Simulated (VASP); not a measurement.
**CaB2: single point with PBE**

Crystal: CaB2.

```
Ca B
1.0
     3.12964    0.00000    0.00000
    -1.56482    2.71035    0.00000
     0.00000    0.00000    4.32287
Ca B
1 2
Cartesian
  0.0000 0.0000 0.0000
  0.0000 1.8069 2.1614
  1.5648 0.9034 2.1614
```

```yaml
Program: VASP 6.6.1
Task: single point
Functional: PBE
Potentials_or_basis: VASP PAW PBE potentials, release 64 (Ca_sv, B)
Cutoff: 520 eV
k_mesh: 12 × 12 × 9
Occupations: methfessel-paxton, width 0.05 eV
Spin: no spin polarisation
Dipole_correction: no
Further_INCAR_settings: ALGO = Normal; EDIFF = 1e-07; NBANDS = 15
```

| Quantity | Value |
| --- | --- |
| Pressure | 0.9 GPa |
| Band gap on the k mesh | zero (band 8 reaches 5.91 eV, above the bottom of band 9 at 4.06 eV) |

Stress tensor (GPa, compression positive):
```
  7.71   0.00   0.00
  0.00   7.71   0.00
  0.00   0.00 -12.63
```

Levels at points of the mesh, in eV from the Fermi level:
```
           k point  band 4  band 5  band 6  band 7  band 8  band 9  band 10  band 11  band 12  band 13
(0.00, 0.00, 0.00)  -21.00  -10.79   -2.57   -0.39    0.58    0.58     4.61     4.61     6.01     6.01
(0.50, 0.00, 0.00)  -21.07   -7.05   -6.56   -1.86   -1.26    0.58     2.84     5.00     5.91     5.93
```

Wall time 23 s on 1 thread of Intel(R) Xeon(R) Platinum 8559C (Emerald Rapids), with other jobs on the host, peak memory 0.18 GiB.
